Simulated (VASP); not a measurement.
# Cu (I4/mmm) in VASP: a series of runs

Cu is run at these levels: PBEsol; tasks: single point, relaxation of shape and atoms at fixed volume, relaxation of cell and atoms.

Program: VASP 6.6.1. These are calculated values, not measurements. Logs are shortened: lines on timing, memory, paths and dates and some standing lists are left out, and cuts for length are marked.

## 1. The cell of the first run

It takes space group I4/mmm (No. 139, tetragonal). Conventional cell: a = 2.953 Å, b = 2.953 Å, c = 2.763 Å, α = 90.00°, β = 90.00°, γ = 90.00°. Within 3.3 Å of Cu (site symmetry 4/mmm) lie 14 Cu at 2.50 to 2.95 Å.

## 2. Single point, PBEsol (volume scaled by 1.06, then relaxed in part)

The input, INCAR:

```
ALGO = Normal
EDIFF = 1E-7
ENCUT = 520
GGA = PS
ISIF = 2
ISMEAR = 0
LASPH = True
LCHARG = False
LREAL = False
LWAVE = False
NBANDS = 12
NELM = 100
PREC = Accurate
SIGMA = 0.1
```

The input, KPOINTS:

```
k-points
0
Gamma
  20 20 20
```

The input, POSCAR:

```
Cu
1.0
   -1.4762937703      1.4762937703      1.3813137332
    1.4762937703     -1.4762937703      1.3813137332
    1.4762937703      1.4762937703     -1.3813137332
Cu
1
Direct
    0.0000000000      0.0000000000      0.0000000000
```

Potentials or basis: VASP PAW PBE potentials, release 64 (Cu).

The run is started by

```console
$ cat potpaw_PBE.64/Cu/POTCAR > POTCAR
$ mpirun -np 1 vasp_std > vasp.out
```

OUTCAR:

```text
EDIFF = 1E-7
   ENCUT = 520
   GGA = PS
   ISIF = 2
   ISMEAR = 0
   LASPH = True
   LREAL = False
   NELM = 100
   PREC = Accurate

 ion  position               nearest neighbor table
   1  0.000  0.000  0.000-

  LATTYP: Found a body centered tetragonal cell.
 ALAT       =     2.9525875406
 C/A-ratio  =     0.9356631864

  Lattice vectors:

 A1 = (  -1.4762937703,   1.4762937703,   1.3813137332)
 A2 = (   1.4762937703,  -1.4762937703,   1.3813137332)
 A3 = (   1.4762937703,   1.4762937703,  -1.3813137332)

Analysis of symmetry for initial positions (statically):
=====================================================================
 Subroutine PRICEL returns:
 Original cell was already a primitive cell.

 Routine SETGRP: Setting up the symmetry group for a
 body centered tetragonal supercell.

 Subroutine GETGRP returns: Found 16 space group operations
 (whereof 16 operations were pure point group operations)
 out of a pool of 16 trial point group operations.

The static configuration has the point symmetry D_4h.

Analysis of symmetry for dynamics (positions and initial velocities):
=====================================================================
 Subroutine PRICEL returns:
 Original cell was already a primitive cell.

 Routine SETGRP: Setting up the symmetry group for a
 body centered tetragonal supercell.

 Subroutine GETGRP returns: Found 16 space group operations
 (whereof 16 operations were pure point group operations)
 out of a pool of 16 trial point group operations.

The dynamic configuration has the point symmetry D_4h.

 Subroutine INISYM returns: Found 16 space group operations
 (whereof 16 operations are pure point group operations),
 and found     1 'primitive' translations

----------------------------------------------------------------------------------------

                                     Primitive cell

  volume of cell :      12.0420

  direct lattice vectors                    reciprocal lattice vectors
    -1.476293770  1.476293770  1.381313733     0.000000000  0.338685978  0.361974248
     1.476293770 -1.476293770  1.381313733     0.338685978  0.000000000  0.361974248
     1.476293770  1.476293770 -1.381313733     0.338685978  0.338685978  0.000000000

  length of vectors
     2.503380559  2.503380559  2.503380559     0.495715189  0.495715189  0.478974304

  position of ions in fractional coordinates (direct lattice)
     0.000000000  0.000000000  0.000000000

  ion indices of the primitive-cell ions
   primitive index   ion index
                 1           1

----------------------------------------------------------------------------------------

 KPOINTS: k-points

Automatic generation of k-mesh.
 Grid dimensions read from file:
 generate k-points for:   20   20   20

 Generating k-lattice:

  Cartesian coordinates                     Fractional coordinates (reciprocal lattice)
     0.000000000  0.016934299  0.018098712     0.050000000  0.000000000  0.000000000
     0.016934299  0.000000000  0.018098712     0.000000000  0.050000000  0.000000000
     0.016934299  0.016934299  0.000000000     0.000000000  0.000000000  0.050000000

  Length of vectors
     0.024785759  0.024785759  0.023948715

  Shift w.r.t. Gamma in fractional coordinates (k-lattice)
     0.000000000  0.000000000  0.000000000

 Subroutine IBZKPT returns following result:
 ===========================================

 Found    641 irreducible k-points:

 Following reciprocal coordinates:
            Coordinates               Weight
  0.000000  0.000000  0.000000      1.000000
  0.050000  0.000000 -0.000000      8.000000
  0.100000  0.000000 -0.000000      8.000000
  0.150000  0.000000  0.000000      8.000000
  0.200000  0.000000 -0.000000      8.000000
  0.250000  0.000000 -0.000000      8.000000
[... 16 lines left out ...]
 -0.400000  0.050000 -0.000000     16.000000
 -0.350000  0.050000  0.000000     16.000000
 [... further k-points ...]
   k-points           NKPTS =    641   k-points in BZ     NKDIM =    641   number of bands    NBANDS=     12
   number of dos      NEDOS =    301   number of ions     NIONS =      1
   total plane-waves  NPLWV =   8000
   dimension x,y,z NGX =    20 NGY =   20 NGZ =   20
   dimension x,y,z NGXF=    40 NGYF=   40 NGZF=   40
   ions per type =               1
   NGX,Y,Z   is equivalent  to a cutoff of  13.28, 13.28, 13.28 a.u.
   NGXF,Y,Z  is equivalent  to a cutoff of  26.56, 26.56, 26.56 a.u.
 SYSTEM =  unknown system
   PREC   = accura    normal or accurate (medium, high low for compatibility)
   ISTART =      0    job   : 0-new  1-cont  2-samecut
   ICHARG =      2    charge: 1-file 2-atom 10-const
   ISPIN  =      1    spin polarized calculation?
   LNONCOLLINEAR =      F non collinear calculations
   LSORBIT =      F    spin-orbit coupling
   LASPH  =      T    aspherical Exc in radial PAW
   ENCUT  =  520.0 eV  38.22 Ry    6.18 a.u.   4.65  4.65  4.65*2*pi/ulx,y,z
   NELM   =    100;   NELMIN=  2; NELMDL= -5     # of ELM steps
   EDIFF  = 0.1E-06   stopping-criterion for ELM
   LREAL  =      F    real-space projection
   EDIFFG = 0.1E-05   stopping-criterion for IOM
   NSW    =      0    number of steps for IOM
   IBRION =     -1    ionic relax: 0-MD 1-quasi-New 2-CG
   NFREE  =      0    steps in history (QN), initial steepest desc. (CG)
   ISIF   =      2    stress and relaxation
   ISYM   =      2    0-nonsym 1-usesym 2-fastsym
   POTIM  = 0.5000    time-step for ionic-motion
   TEBEG  =    0.0;   TEEND  =   0.0 temperature during run
   PSTRESS=    0.0 pullay stress
   NELECT =      11.0000    total number of electrons
   NUPDOWN=      -1.0000    fix difference up-down
   EMIN   =  10.00;   EMAX   =-10.00  energy-range for DOS
   EFERMI =   0.00;   METHOD = LEGACY
   ISMEAR =     0;   SIGMA  =   0.10  broadening in eV -4-tet -1-fermi 0-gaus
   EFERMI_NEDOS =   21; number of points for ismear=-14 and -15
   IALGO  =     38    algorithm
   IMIX   =      4    mixing-type and parameters
     AMIX     =   0.40;   BMIX     =  1.00
     AMIX_MAG =   1.60;   BMIX_MAG =  1.00
  volume/ion in A,a.u.               =      12.04        81.26
  Fermi-wavevector in a.u.,A,eV,Ry     =   1.588448  3.001732 34.329786  2.523168
  Thomas-Fermi vector in A             =   2.687450
   LORBIT       =      0    0 simple, 1 ext, 2 COOP (PROOUT), +10 PAW based schemes
   GGA     = PS    functional components
   LHFCALC =     F    Hartree Fock is set to
   AEXX    =    0.0000 exact exchange contribution
   IVDW    =     0    specifies the selected vdW correction
   LEPSILON=     F    determine dielectric tensor
   LRPA    =     F    only Hartree local field effects (RPA)
 non-spin polarized calculation
 Gauss-broadening in eV      SIGMA  =   0.10
  energy-cutoff  :      520.00
  volume of cell :       12.04
 maximum number of plane-waves:       338
   NGX =  9   NGY =  9   NGZ =  9

 number of electron      10.9999992 magnetization

 Free energy of the ion-electron system (eV)
  ---------------------------------------------------
  ext. energy  EPLUGINS =         0.00000000
  ---------------------------------------------------
  free energy    TOTEN  =        -4.25446925 eV

  energy without entropy =       -4.25214198  energy(sigma->0) =       -4.25330561

 E-fermi :   7.1479     XC(G=0): -12.7957

 val. band max:        7.1446711304   @ k =   0.2000   0.1500   0.1500
 cond. band min:       7.1487186529   @ k =   0.5000   0.2000   0.1000
 fundamental gap:      0.0040475225
 Fermi energy:         7.1479159305

 k-point     1 :       0.0000    0.0000    0.0000
  band No.  band energies     occupation
      1      -2.0726      2.00000
      2       3.9571      2.00000
      3       4.2171      2.00000
      4       4.2171      2.00000
      5       4.9533      2.00000
      6       5.2294      2.00000
      7      31.2409      0.00000
      8      31.2410      0.00000
      9      33.0821      0.00000
     10      34.9644      0.00000
     11      34.9644      0.00000
     12      35.1214      0.00000

 k-point     2 :       0.0500    0.0000   -0.0000
  band No.  band energies     occupation
      1      -1.9750      2.00000
      2       3.9663      2.00000
      3       4.2141      2.00000
      4       4.2250      2.00000
      5       4.9554      2.00000
      6       5.2148      2.00000
      7      30.7278      0.00000
      8      30.9201      0.00000
      9      32.0878      0.00000
     10      33.7374      0.00000
     11      34.0807      0.00000
     12      34.6263      0.00000

 k-point     3 :       0.1000    0.0000   -0.0000
  band No.  band energies     occupation
      1      -1.6849      2.00000
      2       3.9624      2.00000
      3       4.2013      2.00000
      4       4.2803      2.00000
      5       4.9626      2.00000
      6       5.1786      2.00000
      7      28.9546      0.00000
      8      30.1899      0.00000
      9      30.3574      0.00000
     10      32.2299      0.00000
     11      33.1977      0.00000
     12      34.5318      0.00000

 k-point     4 :       0.1500    0.0000    0.0000
  band No.  band energies     occupation
      1      -1.2111      2.00000
      2       3.9063      2.00000
      3       4.1714      2.00000
      4       4.4211      2.00000
      5       4.9778      2.00000
      6       5.1394      2.00000
      7      26.3383      0.00000
      8      29.0169      0.00000
      9      29.2793      0.00000
     10      30.8708      0.00000
     11      32.4089      0.00000
     12      34.9601      0.00000

 k-point     5 :       0.2000    0.0000   -0.0000
  band No.  band energies     occupation
      1      -0.5723      2.00000
      2       3.8113      2.00000
      3       4.1272      2.00000
      4       4.6318      2.00000
      5       5.0026      2.00000
      6       5.1177      2.00000
      7      23.6315      0.00000
      8      27.7875      0.00000
      9      28.2178      0.00000
     10      29.8266      0.00000
     11      31.7864      0.00000
     12      35.6651      0.00000

 k-point     6 :       0.2500    0.0000   -0.0000
  band No.  band energies     occupation
      1       0.1922      2.00000
      2       3.6987      2.00000
      3       4.1032      2.00000
      4       4.8851      2.00000
      5       5.0299      2.00000
      6       5.1289      2.00000
      7      20.9950      0.00000
      8      26.6782      0.00000
      9      27.0809      0.00000
     10      29.0955      0.00000
     11      31.3243      0.00000
     12      36.5609      0.00000

 k-point     7 :       0.3000    0.0000    0.0000
  band No.  band energies     occupation
      1       0.9969      2.00000
      2       3.5847      2.00000
      3       4.1895      2.00000
      4       5.0502      2.00000
      5       5.1543      2.00000
      6       5.1742      2.00000
      7      18.4845      0.00000
      8      25.7251      0.00000
      9      26.0099      0.00000
     10      28.5763      0.00000
     11      31.0011      0.00000
     12      37.5756      0.00000

 k-point     8 :       0.3500    0.0000   -0.0000
  band No.  band energies     occupation
      1       1.6739      2.00000
      2       3.4820      2.00000
      3       4.5449      2.00000
      4       5.0714      2.00000
      5       5.2348      2.00000
      6       5.4110      2.00000
      7      16.1454      0.00000
      8      24.9560      0.00000
      9      25.0996      0.00000
     10      28.2055      0.00000
     11      30.7901      0.00000
     12      38.6074      0.00000
[... 166 lines left out ...]
 k-point    20 :       0.4500    0.0500   -0.0000
  band No.  band energies     occupation
      1       2.2854      2.00000
      2       3.3435      2.00000
      3       5.0345      2.00000
      4       5.2769      2.00000
      5       5.6469      2.00000
      6       6.9556      1.99347
      7      11.8444      0.00000
      8      22.9677      0.00000
      9      23.8708      0.00000
     10      28.3751      0.00000
     11      31.1609      0.00000
     12      39.4786      0.00000

 k-point    21 :       0.5000    0.0500    0.0000
  band No.  band energies     occupation
      1       2.2829      2.00000
      2       3.3449      2.00000
      3       5.0627      2.00000
      4       5.2409      2.00000
      5       5.6435      2.00000
      6       6.9253      1.99836
      7      11.8974      0.00000
      8      22.8863      0.00000
      9      23.9166      0.00000
     10      28.3903      0.00000
     11      31.2139      0.00000
     12      40.1548      0.00000

 k-point    22 :      -0.4500    0.0500    0.0000
  band No.  band energies     occupation
      1       2.1994      2.00000
      2       3.3808      2.00000
      3       5.0731      2.00000
      4       5.1090      2.00000
      5       5.4724      2.00000
      6       6.2258      2.00000
      7      13.2393      0.00000
      8      23.0450      0.00000
      9      24.2183      0.00000
     10      28.5078      0.00000
     11      31.3243      0.00000
     12      40.5665      0.00000

 k-point    23 :      -0.4000    0.0500   -0.0000
  band No.  band energies     occupation
      1       1.9429      2.00000
      2       3.4477      2.00000
      3       4.6655      2.00000
      4       5.0831      2.00000
      5       5.2732      2.00000
      6       5.7100      2.00000
      7      15.1812      0.00000
      8      23.4243      0.00000
      9      24.7704      0.00000
     10      28.7268      0.00000
     11      31.5085      0.00000
     12      40.4091      0.00000

 k-point    24 :      -0.3500    0.0500    0.0000
  band No.  band energies     occupation
      1       1.3966      2.00000
      2       3.5393      2.00000
      3       4.2344      2.00000
      4       5.0649      2.00000
      5       5.1754      2.00000
      6       5.3902      2.00000
      7      17.4222      0.00000
      8      23.9968      0.00000
      9      25.5586      0.00000
     10      29.0479      0.00000
     11      31.7928      0.00000
     12      38.8835      0.00000

 [... further k-points ...]
[... 5 lines left out ...]
  --------------------------------------------------------------------------------------
  -------------------------------------------------------------------------------------
  Total       -0.5698797     -0.5698797     -0.5795506      0.0000000     -0.0000000     -0.0000000
  in kB      -75.8221103    -75.8221103    -77.1088194      0.0000000     -0.0000000     -0.0000000
  external PRESSURE =     -76.2510133 kB  Pullay stress =       0.0000000 kB

 VOLUME and BASIS-vectors are now :
 -----------------------------------------------------------------------------
  energy-cutoff  :      520.00
  volume of cell :       12.04
      direct lattice vectors                 reciprocal lattice vectors
    -1.476293770  1.476293770  1.381313733     0.000000000  0.338685978  0.361974248
     1.476293770 -1.476293770  1.381313733     0.338685978  0.000000000  0.361974248
     1.476293770  1.476293770 -1.381313733     0.338685978  0.338685978  0.000000000

 POSITION                                       TOTAL-FORCE (eV/Angst)
 -----------------------------------------------------------------------------------
      0.00000      0.00000      0.00000         0.000000      0.000000     -0.000000
 -----------------------------------------------------------------------------------
    total drift:                                0.000000     -0.000000      0.000000

  FREE ENERGIE OF THE ION-ELECTRON SYSTEM (eV)
  ---------------------------------------------------
  free  energy   TOTEN  =        -4.2544692498 eV

  energy  without entropy=       -4.2521419781  energy(sigma->0) =       -4.25330561
```

It took 55 s on 1 thread of AMD EPYC 9R45 (Zen 5), shared host; peak memory 0.17 GiB.

Results:

| Quantity | Value |
| --- | --- |
| Free energy | -4.2545 eV |
| Pressure | -7.6 GPa |

Stress tensor (GPa, compression positive):
```
-7.58  0.00  0.00
 0.00 -7.58  0.00
 0.00  0.00 -7.71
```

Caveat: the PAW data sets were made with another functional, which shifts forces and pressure a little.

(Continued in part 2 of 3.)
